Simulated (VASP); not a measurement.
Set up this calculation in VASP 6.6.1, as the native input.

| Property | Result |
| --- | --- |
| Task | relaxation of shape and atoms at fixed volume |
| Functional | LDA |
| Potentials or basis | VASP PAW LDA potentials, release 64 (Si) |
| Cutoff | 600 eV |
| k mesh | 12 × 12 × 6 |
| Occupations | gaussian, width 0.02 eV |
| Spin | no spin polarisation |
| Dipole correction | no |
| Further INCAR settings | ALGO = Normal; EDIFF = 1e-06; IBRION = 2; EDIFFG = -0.01; NSW = 50; ISIF = 4 |

The structure of Si lies in POSCAR:

```
Si
1.0
    3.9259163658      0.0000000000      0.0000000000
   -1.9629581829      3.3999433059      0.0000000000
    0.0000000000      0.0000000000      6.4881236318
Si
4
Direct
    0.3333333333      0.6666666667      0.0628896995
    0.6666666667      0.3333333333      0.5628896995
    0.3333333333      0.6666666667      0.4371103005
    0.6666666667      0.3333333333      0.9371103005
```

This cell differs from its parent crystal: volume scaled by 1.10.

The input as run:

INCAR

```
  PREC = Accurate
  ENCUT = 600
  EDIFF = 1E-6
  ISMEAR = 0
  SIGMA = 0.02
  LREAL = F
  LASPH = T
  NELM = 80
  ALGO = Normal
  ISIF = 4
  LWAVE = F
  LCHARG = F
  GGA = CA
  IBRION = 2
  NSW = 50
  EDIFFG = -0.01
```

KPOINTS

```
Automatic mesh
0
Gamma
  12 12 6
```

Potentials or basis: VASP PAW LDA potentials, release 64 (Si).

Command:

```sh
$ cat potpaw_LDA.64/Si/POTCAR > POTCAR
$ mpirun -np 1 vasp_std > vasp.out
```

It gave:

```
Energy gained by relaxing : 0.0 meV/atom
Ionic steps               : 2
Pressure after relaxing   : -7.5 GPa
Band gap on the k mesh    : 0.45 eV, indirect (least direct gap 0.73 eV)
```

Wall time 4.3 min on 1 thread of AMD EPYC 7R13, on a shared host, peak memory 0.19 GiB.
